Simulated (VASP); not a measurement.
Here is a VASP 6.6.1 calculation.

File INCAR:

```
SYSTEM = Fe
PREC = Accurate
ENCUT = 520
EDIFF = 1E-6
ISMEAR = -1
SIGMA = 0.06122561905347299
LREAL = .FALSE.
LASPH = .TRUE.
NELM = 100
ALGO = Normal
ISIF = 2
LWAVE = .FALSE.
LCHARG = .FALSE.
GGA = PE
NBANDS = 10
```

KPOINTS

```
Automatic mesh
0
G
  28 28 28
  0 0 0
```

File POSCAR:

```
Fe
1.0
   -1.3704831148      1.3704831148      1.3704831148
    1.3704831148     -1.3704831148      1.3704831148
    1.3704831148      1.3704831148     -1.3704831148
Fe
1
Direct
    0.0000000000      0.0000000000      0.0000000000
```

Potentials or basis: VASP PAW PBE potentials, release 64 (Fe).

Launch:

```sh
$ cat potpaw_PBE.64/Fe/POTCAR > POTCAR
$ mpirun -np 1 vasp_std > vasp.out
```

(1) Estimate the band gap on the k mesh.

(2) Predict the pressure.

Results:

(1) zero (band 4 reaches 8.01 eV, above the bottom of band 5 at 5.82 eV).

(2) 5.0 GPa.

Caveat: the run has no spin polarisation, though such a crystal can be magnetic.
